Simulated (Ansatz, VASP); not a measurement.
## One calculation of MoS2, two programs

```
S Mo
1.0
     3.13466    0.00000    0.00000
    -1.56733    2.71469    0.00000
     0.00000    0.00000   23.93758
S Mo
4 2
Direct
  0.00000 0.00000 0.18799
  0.33333 0.66667 0.32245
  0.33333 0.83333 0.48287
  0.66667 0.50000 0.61734
  0.66667 0.33333 0.25522
  0.00000 0.16667 0.55011
```

Alike in both runs: task single point; functional PBE; dispersion D3(BJ); k mesh 12 × 12 × 1; occupations gaussian, width 0.1 eV; no spin polarisation.

|  | VASP | Ansatz |
| --- | --- | --- |
| version | VASP 6.6.1 | Ansatz 0.2.0 |
| potentials or method | VASP PAW PBE potentials, release 64 (S, Mo_sv), cutoff 520 eV | scalar-relativistic, plane waves, PAW |
| valence electrons in the cell | 52 | 52 |

```csv
,VASP,Ansatz,Ansatz less VASP
gap on the k mesh at the Fermi level (eV),none,none,-
rms of the force components (eV/Å),0.021,0.022,+0.0016
```

A gap of «none» marks a metal or a gap that the smearing closes. Ansatz's warnings: xc potential rough in thin density.
